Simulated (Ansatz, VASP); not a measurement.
Two plane-wave programs on Cs

File INCAR:

```
SYSTEM = Cs
ALGO = Normal ; EDIFF = 1E-6
ENCUT = 520 ; GGA = PS
ISIF = 2 ; ISMEAR = -1
LASPH = .True. ; LCHARG = .False.
LREAL = .False. ; LWAVE = .False.
NBANDS = 16 ; NELM = 100
PREC = Accurate ; SIGMA = 0.1
```

Contents of KPOINTS:

```
k-points
0
Gamma
  8 8 4
  0 0 0
```

Contents of POSCAR:

```
Cs
1.0
    5.3126896192      0.0000000000      0.0000000000
   -2.6563448096      4.6009241727      0.0000000000
    0.0000000000      0.0000000000      8.6756221482
Cs
2
Direct
    0.3333333333      0.6666666667      0.2500000000
    0.6666666667      0.3333333333      0.7500000000
```

Input for Ansatz:

```yaml
crystal:
  lattice:
    - [5.3126896192, 0.0, 0.0]
    - [-2.6563448096, 4.6009241727, 0.0]
    - [0.0, 0.0, 8.6756221482]
  atoms:
    - { symbol: Cs, position: [0.3333333333, 0.6666666667, 0.25] }
    - { symbol: Cs, position: [0.6666666667, 0.3333333333, 0.75] }
hamiltonian:
  xc: pbesol
  pseudopotentials:
    kind: paw
    azcp:
      Cs: "pseudopotentials/Cs.paw.azcp"
basis:
  ecutwfc: 420
  fft_grid_basis: typed
kpoints:
  mp_grid: { grid: [8, 8, 4], shift: [0, 0, 0] }
magnetization:
  spin_polarized: false
scf:
  occupations: { method: fermi_dirac, width: 0.1 }
  lower_state_search: "off"
output:
  stress: true
```

Alike in both runs: task single point; functional PBEsol; k mesh 8 × 8 × 4; occupations fermi-dirac, width 0.1 eV; no spin polarisation.

|  | VASP | Ansatz |
| --- | --- | --- |
| version | VASP 6.6.1 | Ansatz 0.2.0 |
| potentials or method | VASP PAW PBE potentials, release 64 (Cs_sv), cutoff 520 eV | plane waves (420 eV) with PAW, scalar-relativistic |
| valence electrons in the cell | 18 | 18 |

|  | VASP | Ansatz | Ansatz less VASP |
| --- | --- | --- | --- |
| pressure (GPa) | 0.1 | 0.1 | +0.01 |

VASP's potentials were made for PBE, not for PBEsol, and Ansatz warns of the same on its side.

Spin-orbit coupling is off throughout.
